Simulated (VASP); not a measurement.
# SnO (Pmn2_1) in VASP: settings compared

The runs below take SnO through single point, with PBEsol, BLYP, LDA.

Everything below comes from runs of VASP 6.6.1. Logs are shortened: lines on timing, memory, paths and dates and some standing lists are left out, and cuts for length are marked.

**1. The cell of the first run**

It takes space group Pmn2_1 (No. 31, orthorhombic). Conventional cell: a = 3.355 Å, b = 5.674 Å, c = 4.222 Å, α = 90.00°, β = 90.00°, γ = 90.00°. Sn (site symmetry m) has 3 O at 2.15 to 2.16 Å within 2.8 Å. O (site symmetry m) has 3 Sn at 2.15 to 2.16 Å within 2.8 Å.

**2. Single point, PBEsol**

INCAR

```
PREC     = Accurate       # precision mode
ENCUT    = 520            # plane-wave cutoff, eV
EDIFF    = 1E-6           # SCF threshold, eV
ISMEAR   = 0              # smearing method
SIGMA    = 0.01           # smearing width, eV
LREAL    = False          # projectors in reciprocal space
LASPH    = True           # aspherical terms in the spheres
NELM     = 60             # most SCF steps
ALGO     = Normal         # electronic algorithm
ISIF     = 2              # what is computed and relaxed
LWAVE    = False          # write WAVECAR
LCHARG   = True           # write CHGCAR
GGA      = PS             # functional
LELF     = True           # ELF
LVHAR    = True         
NBANDS   = 28             # bands
```

KPOINTS

```
regular mesh
0
Gamma
  4 2 3
```

POSCAR

```
SnO
1.0
    3.3550050000      0.0000000000      0.0000000000
    0.0000000000      5.6741040000      0.0000000000
    0.0000000000      0.0000000000      4.2219700000
Sn O
2 2
Direct
    0.0000000000      0.2319090000      0.5131440000
    0.5000000000      0.7680910000      0.0131440000
    0.0000000000      0.8912500000      0.7368570000
    0.5000000000      0.1087500000      0.2368570000
```

Potentials or basis: VASP PAW PBE potentials, release 64 (Sn_d, O).

Started as:

```bash
$ cat potpaw_PBE.64/Sn_d/POTCAR potpaw_PBE.64/O/POTCAR > POTCAR
$ mpirun -np 1 vasp_std > vasp.out
```

OUTCAR:

```text
PREC = Accurate
   ENCUT = 520
   EDIFF = 1E-6
   ISMEAR = 0
   LREAL = False
   LASPH = True
   NELM = 60
   ISIF = 2
   GGA = PS

 ion  position               nearest neighbor table
   1  0.000  0.232  0.513-   3 2.15   4 2.16   4 2.16
   2  0.500  0.768  0.013-   4 2.15   3 2.16   3 2.16
   3  0.000  0.891  0.737-   1 2.15   2 2.16   2 2.16
   4  0.500  0.109  0.237-   2 2.15   1 2.16   1 2.16

  LATTYP: Found a simple orthorhombic cell.
 ALAT       =     3.3550050000
 B/A-ratio  =     1.2584094510
 C/A-ratio  =     1.6912356315

  Lattice vectors:

 A1 = (  -3.3550050000,   0.0000000000,   0.0000000000)
 A2 = (   0.0000000000,   0.0000000000,   4.2219700000)
 A3 = (   0.0000000000,   5.6741040000,   0.0000000000)

Analysis of symmetry for initial positions (statically):
=====================================================================
 Subroutine PRICEL returns:
 Original cell was already a primitive cell.

 Routine SETGRP: Setting up the symmetry group for a
 simple orthorhombic supercell.

 Subroutine GETGRP returns: Found  4 space group operations
 (whereof  2 operations were pure point group operations)
 out of a pool of  8 trial point group operations.

The static configuration has the point symmetry C_1h.
 The point group associated with its full space group is C_2v.

Analysis of symmetry for dynamics (positions and initial velocities):
=====================================================================
 Subroutine PRICEL returns:
 Original cell was already a primitive cell.

 Routine SETGRP: Setting up the symmetry group for a
 simple orthorhombic supercell.

 Subroutine GETGRP returns: Found  4 space group operations
 (whereof  2 operations were pure point group operations)
 out of a pool of  8 trial point group operations.

The dynamic configuration has the point symmetry C_1h.
 The point group associated with its full space group is C_2v.

 Subroutine INISYM returns: Found  4 space group operations
 (whereof  2 operations are pure point group operations),
 and found     1 'primitive' translations

----------------------------------------------------------------------------------------

                                     Primitive cell

  volume of cell :      80.3722

  direct lattice vectors                    reciprocal lattice vectors
     3.355005000  0.000000000  0.000000000     0.298062149  0.000000000  0.000000000
     0.000000000  5.674104000  0.000000000     0.000000000  0.176239279  0.000000000
     0.000000000  0.000000000  4.221970000     0.000000000  0.000000000  0.236856254

  length of vectors
     3.355005000  5.674104000  4.221970000     0.298062149  0.176239279  0.236856254

  position of ions in fractional coordinates (direct lattice)
     0.000000000  0.231909000  0.513144000
     0.500000000  0.768091000  0.013144000
     0.000000000  0.891250000  0.736857000
     0.500000000  0.108750000  0.236857000

  ion indices of the primitive-cell ions
   primitive index   ion index
                 1           1
                 2           2
                 3           3
                 4           4

----------------------------------------------------------------------------------------

 KPOINTS: regular mesh

Automatic generation of k-mesh.
 Grid dimensions read from file:
 generate k-points for:    4    2    3

 Generating k-lattice:

  Cartesian coordinates                     Fractional coordinates (reciprocal lattice)
     0.074515537  0.000000000  0.000000000     0.250000000  0.000000000  0.000000000
     0.000000000  0.088119640  0.000000000     0.000000000  0.500000000  0.000000000
     0.000000000  0.000000000  0.078952085     0.000000000  0.000000000  0.333333333

  Length of vectors
     0.074515537  0.088119640  0.078952085

  Shift w.r.t. Gamma in fractional coordinates (k-lattice)
     0.000000000  0.000000000  0.000000000

 Subroutine IBZKPT returns following result:
 ===========================================

 Found     12 irreducible k-points:

 Following reciprocal coordinates:
            Coordinates               Weight
  0.000000  0.000000  0.000000      1.000000
  0.250000  0.000000  0.000000      2.000000
  0.500000  0.000000  0.000000      1.000000
  0.000000  0.500000  0.000000      1.000000
  0.250000  0.500000  0.000000      2.000000
  0.500000  0.500000  0.000000      1.000000
  0.000000  0.000000  0.333333      2.000000
  0.250000  0.000000  0.333333      4.000000
  0.500000  0.000000  0.333333      2.000000
  0.000000  0.500000  0.333333      2.000000
  0.250000  0.500000  0.333333      4.000000
  0.500000  0.500000  0.333333      2.000000
   k-points           NKPTS =     12   k-points in BZ     NKDIM =     12   number of bands    NBANDS=     28
   number of dos      NEDOS =    301   number of ions     NIONS =      4
   total plane-waves  NPLWV =  37632
   dimension x,y,z NGX =    28 NGY =   42 NGZ =   32
   dimension x,y,z NGXF=    56 NGYF=   84 NGZF=   64
   ions per type =               2   2
   NGX,Y,Z   is equivalent  to a cutoff of  13.87, 12.31, 12.60 a.u.
   NGXF,Y,Z  is equivalent  to a cutoff of  27.75, 24.61, 25.20 a.u.
 SYSTEM =  unknown system
   PREC   = accura    normal or accurate (medium, high low for compatibility)
   ISTART =      0    job   : 0-new  1-cont  2-samecut
   ICHARG =      2    charge: 1-file 2-atom 10-const
   ISPIN  =      1    spin polarized calculation?
   LNONCOLLINEAR =      F non collinear calculations
   LSORBIT =      F    spin-orbit coupling
   LASPH  =      T    aspherical Exc in radial PAW
   ENCUT  =  520.0 eV  38.22 Ry    6.18 a.u.   6.24 10.55  7.85*2*pi/ulx,y,z
   NELM   =     60;   NELMIN=  2; NELMDL= -5     # of ELM steps
   EDIFF  = 0.1E-05   stopping-criterion for ELM
   LREAL  =      F    real-space projection
   EDIFFG = 0.1E-04   stopping-criterion for IOM
   NSW    =      0    number of steps for IOM
   IBRION =     -1    ionic relax: 0-MD 1-quasi-New 2-CG
   NFREE  =      0    steps in history (QN), initial steepest desc. (CG)
   ISIF   =      2    stress and relaxation
   ISYM   =      2    0-nonsym 1-usesym 2-fastsym
   POTIM  = 0.5000    time-step for ionic-motion
   TEBEG  =    0.0;   TEEND  =   0.0 temperature during run
   PSTRESS=    0.0 pullay stress
   NELECT =      40.0000    total number of electrons
   NUPDOWN=      -1.0000    fix difference up-down
   EMIN   =  10.00;   EMAX   =-10.00  energy-range for DOS
   EFERMI =   0.00;   METHOD = LEGACY
   ISMEAR =     0;   SIGMA  =   0.01  broadening in eV -4-tet -1-fermi 0-gaus
   EFERMI_NEDOS =   21; number of points for ismear=-14 and -15
   IALGO  =     38    algorithm
   IMIX   =      4    mixing-type and parameters
     AMIX     =   0.40;   BMIX     =  1.00
     AMIX_MAG =   1.60;   BMIX_MAG =  1.00
  volume/ion in A,a.u.               =      20.09       135.59
  Fermi-wavevector in a.u.,A,eV,Ry     =   1.297357  2.451650 22.900458  1.683136
  Thomas-Fermi vector in A             =   2.428755
   LORBIT       =      0    0 simple, 1 ext, 2 COOP (PROOUT), +10 PAW based schemes
   GGA     = PS    functional components
   LHFCALC =     F    Hartree Fock is set to
   AEXX    =    0.0000 exact exchange contribution
   IVDW    =     0    specifies the selected vdW correction
   LEPSILON=     F    determine dielectric tensor
   LRPA    =     F    only Hartree local field effects (RPA)
 non-spin polarized calculation
 Gauss-broadening in eV      SIGMA  =   0.01
  energy-cutoff  :      520.00
  volume of cell :       80.37
 maximum number of plane-waves:      2176
 NGX is ok and might be reduce to    28
   NGX = 13   NGY = 21   NGZ = 15

 number of electron      39.9999992 magnetization

 Free energy of the ion-electron system (eV)
  ---------------------------------------------------
  ext. energy  EPLUGINS =         0.00000000
  ---------------------------------------------------
  free energy    TOTEN  =       -23.80771913 eV

  energy without entropy =      -23.80771913  energy(sigma->0) =      -23.80771913

 E-fermi :   4.7888     XC(G=0):  -9.7664

 val. band max:        4.7045092455   @ k =   0.0000   0.0000   0.0000
 cond. band min:       6.3088694035   @ k =   0.0000   0.5000   0.3333
 fundamental gap:      1.6043601580
 Fermi energy:         4.7887825866

 k-point     1 :       0.0000    0.0000    0.0000
  band No.  band energies     occupation
      1     -16.4230      2.00000
      2     -16.0971      2.00000
      3     -16.0145      2.00000
      4     -15.9873      2.00000
      5     -15.9600      2.00000
      6     -15.9295      2.00000
[... 20 lines left out ...]
     27      13.3560      0.00000
     28      13.9385      0.00000

 k-point     2 :       0.2500    0.0000    0.0000
  band No.  band energies     occupation
      1     -16.4084      2.00000
      2     -16.1806      2.00000
      3     -15.9977      2.00000
      4     -15.9851      2.00000
      5     -15.9729      2.00000
      6     -15.9344      2.00000
[... 20 lines left out ...]
     27      12.9692      0.00000
     28      14.2233      0.00000

 k-point     3 :       0.5000    0.0000    0.0000
  band No.  band energies     occupation
      1     -16.3785      2.00000
      2     -16.3785      2.00000
      3     -15.9719      2.00000
      4     -15.9719      2.00000
      5     -15.9375      2.00000
      6     -15.9375      2.00000
[... 20 lines left out ...]
     27      13.9369      0.00000
     28      13.9369      0.00000

 k-point     4 :       0.0000    0.5000    0.0000
  band No.  band energies     occupation
      1     -16.4149      2.00000
      2     -16.1015      2.00000
      3     -16.0075      2.00000
      4     -15.9839      2.00000
      5     -15.9633      2.00000
      6     -15.9378      2.00000
[... 206 lines left out ...]
     27      14.4313      0.00000
     28      14.7497      0.00000

 k-point    11 :       0.2500    0.5000    0.3333
  band No.  band energies     occupation
      1     -16.3693      2.00000
      2     -16.2587      2.00000
      3     -16.0033      2.00000
      4     -15.9923      2.00000
      5     -15.9578      2.00000
      6     -15.9482      2.00000
[... 20 lines left out ...]
     27      14.8492      0.00000
     28      14.9583      0.00000

 k-point    12 :       0.5000    0.5000    0.3333
  band No.  band energies     occupation
      1     -16.3948      2.00000
      2     -16.3948      2.00000
      3     -15.9874      2.00000
      4     -15.9874      2.00000
      5     -15.9237      2.00000
      6     -15.9237      2.00000
[... 20 lines left out ...]
     27      14.6197      0.00000
     28      14.6197      0.00000

------------------------ aborting loop because EDIFF is reached ----------------------------------------

  FORCE on cell =-STRESS in cart. coord.  units (eV):
  Direction    XX          YY          ZZ          XY          YZ          ZX
  --------------------------------------------------------------------------------------
  -------------------------------------------------------------------------------------
  Total       -1.7756413     -1.4643189     -1.3197477      0.0000000      0.0000000      0.0000000
  in kB      -35.3964908    -29.1904399    -26.3084887      0.0000000      0.0000000      0.0000000
  external PRESSURE =     -30.2984731 kB  Pullay stress =       0.0000000 kB

 VOLUME and BASIS-vectors are now :
 -----------------------------------------------------------------------------
  energy-cutoff  :      520.00
  volume of cell :       80.37
      direct lattice vectors                 reciprocal lattice vectors
     3.355005000  0.000000000  0.000000000     0.298062149  0.000000000  0.000000000
     0.000000000  5.674104000  0.000000000     0.000000000  0.176239279  0.000000000
     0.000000000  0.000000000  4.221970000     0.000000000  0.000000000  0.236856254

 POSITION                                       TOTAL-FORCE (eV/Angst)
 -----------------------------------------------------------------------------------
      0.00000      1.31588      2.16648         0.000000     -0.327200     -0.102445
      1.67750      4.35823      0.05549         0.000000      0.327200     -0.102445
      0.00000      5.05705      3.11099         0.000000      0.129775      0.102445
      1.67750      0.61706      1.00000         0.000000     -0.129775      0.102445
 -----------------------------------------------------------------------------------
    total drift:                                0.000000      0.000000     -0.000085

  FREE ENERGIE OF THE ION-ELECTRON SYSTEM (eV)
  ---------------------------------------------------
  free  energy   TOTEN  =       -23.8077191305 eV

  energy  without entropy=      -23.8077191305  energy(sigma->0) =      -23.80771913
```

Wall time 38 s (1 thread of Intel Xeon Platinum 8175M at 2.50GHz (Skylake/Cascade Lake), shared host); peak memory 0.19 GiB.

Results:

```
Free energy            : -23.8077 eV
Pressure               : -3.0 GPa
Largest force          : 0.343 eV/Å
Band gap on the k mesh : 1.60 eV, indirect (least direct gap 2.58 eV)
```

Forces on the atoms (eV/Å):
```
Sn   0.000 -0.327 -0.102
Sn   0.000  0.327 -0.102
O    0.000  0.130  0.102
O    0.000 -0.130  0.102
```

Stress tensor (GPa, compression positive):
```
-3.54  0.00  0.00
 0.00 -2.92  0.00
 0.00  0.00 -2.63
```

Levels at points of the mesh, in eV from the valence-band top:
```tsv
k point	band 16	band 17	band 18	band 19	band 20	band 21	band 22	band 23	band 24	band 25
(0.00, 0.00, 0.00)	-3.83	-3.49	-2.63	-2.04	0.00	2.61	3.10	5.82	5.86	8.00
(0.50, 0.00, 0.00)	-4.48	-2.57	-2.57	-1.25	-1.25	2.53	2.53	5.48	5.48	6.52
(0.00, 0.50, 0.00)	-4.07	-3.79	-2.66	-1.59	-1.37	3.27	3.86	4.80	4.97	6.86
(0.50, 0.50, 0.00)	-4.33	-2.65	-2.65	-0.91	-0.91	1.83	1.83	6.23	6.23	7.08
```

Caveat: the k points lie up to 0.55 Å⁻¹ apart; the PAW data sets were made with another functional, which shifts forces and pressure a little; spin-orbit coupling is left out, which moves the levels of the heavy elements. A k mesh can miss the band edges.

**3. Single point, BLYP**

INCAR

```
PREC = Accurate ; ENCUT = 520
EDIFF = 1E-6 ; ISMEAR = 0
SIGMA = 0.01 ; LREAL = False
LASPH = True ; NELM = 60
ALGO = Normal ; ISIF = 2
LWAVE = False ; LCHARG = True
GGA = B5 ; ALDAX = 1.0
AGGAX = 1.0 ; AGGAC = 1.0
ALDAC = 0.0 ; LELF = True
LVHAR = True ; NBANDS = 28
```

KPOINTS is that of step 2.

POSCAR is that of step 2.

Potentials or basis: VASP PAW PBE potentials, release 64 (Sn_d, O).

Started as:

```bash
$ cat potpaw_PBE.64/Sn_d/POTCAR potpaw_PBE.64/O/POTCAR > POTCAR
$ mpirun -np 1 vasp_std > vasp.out
```

It took 74 s on 1 thread of Intel Xeon Platinum 8175M at 2.50GHz (Skylake/Cascade Lake), shared host; peak memory 0.19 GiB.

The run converged. Its results:

* Free energy: -20.8878 eV
* Pressure: 4.0 GPa
* Largest force: 0.167 eV/Å
* Band gap on the k mesh: 1.84 eV, indirect (least direct gap 2.78 eV)

Forces in eV/Å, atoms in the order of the input:
```
Sn   0.000  0.153  0.065
Sn   0.000 -0.153  0.065
O    0.000  0.022 -0.065
O    0.000 -0.022 -0.065
```

Stress tensor (GPa, compression positive):
```
4.54 0.00 0.00
0.00 3.70 0.00
0.00 0.00 3.70
```

Levels at points of the mesh, in eV from the valence-band top:
| k point | band 18 | band 19 | band 20 | band 21 | band 22 | band 23 |
| --- | --- | --- | --- | --- | --- | --- |
| (0.00, 0.00, 0.00) | -2.54 | -1.96 | 0.00 | 2.78 | 3.34 | 5.92 |
| (0.50, 0.00, 0.00) | -2.49 | -1.21 | -1.21 | 2.74 | 2.74 | 5.57 |
| (0.00, 0.50, 0.00) | -2.56 | -1.53 | -1.29 | 3.48 | 3.98 | 5.01 |
| (0.50, 0.50, 0.00) | -2.56 | -0.86 | -0.86 | 2.01 | 2.01 | 6.27 |

Caveat: the k points lie up to 0.55 Å⁻¹ apart; the PAW data sets were made with another functional, which shifts forces and pressure a little; spin-orbit coupling is left out, which moves the levels of the heavy elements.

**4. Single point, LDA**

INCAR

```
PREC = Accurate
ENCUT = 520
EDIFF = 1E-6
ISMEAR = 0
SIGMA = 0.01
LREAL = F
LASPH = T
NELM = 80
ALGO = Normal
ISIF = 2
LWAVE = F
LCHARG = F
GGA = CA
NBANDS = 28
```

KPOINTS is that of step 3.

POSCAR is that of step 3.

Potentials or basis: VASP PAW LDA potentials, release 64 (Sn_d, O).

Started as:

```bash
$ cat potpaw_LDA.64/Sn_d/POTCAR potpaw_LDA.64/O/POTCAR > POTCAR
$ mpirun -np 1 vasp_std > vasp.out
```

Wall time 45 s (1 thread of Intel Xeon Platinum 8175M at 2.50GHz (Skylake/Cascade Lake), shared host); peak memory 0.17 GiB.

The run converged. Its results:

```yaml
Free_energy: -25.1933 eV
Pressure: -5.3 GPa
Largest_force: 0.640 eV/Å
Band_gap_on_the_k_mesh: 1.63 eV, indirect (least direct gap 2.59 eV)
```

Forces in eV/Å, atoms in the order of the input:
```
Sn   0.000 -0.610 -0.196
Sn   0.000  0.610 -0.196
O    0.000  0.185  0.196
O    0.000 -0.185  0.196
```

Stress tensor (GPa, compression positive):
```
-6.13  0.00  0.00
 0.00 -5.18  0.00
 0.00  0.00 -4.70
```

Levels at points of the mesh, in eV from the valence-band top:
| k point | band 17 | band 18 | band 19 | band 20 | band 21 | band 22 | band 23 | band 24 |
| --- | --- | --- | --- | --- | --- | --- | --- | --- |
| (0.00, 0.00, 0.00) | -3.48 | -2.62 | -2.02 | 0.00 | 2.59 | 3.12 | 5.81 | 5.81 |
| (0.50, 0.00, 0.00) | -2.55 | -2.55 | -1.25 | -1.25 | 2.54 | 2.54 | 5.46 | 5.46 |
| (0.00, 0.50, 0.00) | -3.78 | -2.64 | -1.58 | -1.35 | 3.25 | 3.86 | 4.80 | 4.92 |
| (0.50, 0.50, 0.00) | -2.63 | -2.63 | -0.90 | -0.90 | 1.85 | 1.85 | 6.19 | 6.19 |

Caveat: the k points lie up to 0.55 Å⁻¹ apart; spin-orbit coupling is left out, which moves the levels of the heavy elements. A k mesh can miss the band edges.

**5. Overview**

| level | potentials or basis | gap on the mesh (eV) | pressure (GPa) | largest force (eV/Å) |
| --- | --- | --- | --- | --- |
| PBEsol | VASP PAW PBE potentials, release 64 (Sn_d, O) | 1.60 | -3.0 | 0.34 |
| BLYP | VASP PAW PBE potentials, release 64 (Sn_d, O) | 1.84 | 4.0 | 0.17 |
| LDA | VASP PAW LDA potentials, release 64 (Sn_d, O) | 1.63 | -5.3 | 0.64 |

Alike in all rows: task single point; no spin polarisation; cell as given; k mesh 4 × 2 × 3; cutoff (eV) 520; smearing gaussian 0.01 eV.

Caveats: all runs use coarse meshes; spin-orbit coupling is left out, which moves the levels of the heavy elements; the PAW data sets were made with another functional, which shifts forces and pressure a little (some runs).

Total energies depend on the potentials used, so only differences within one code and one set of settings carry meaning.
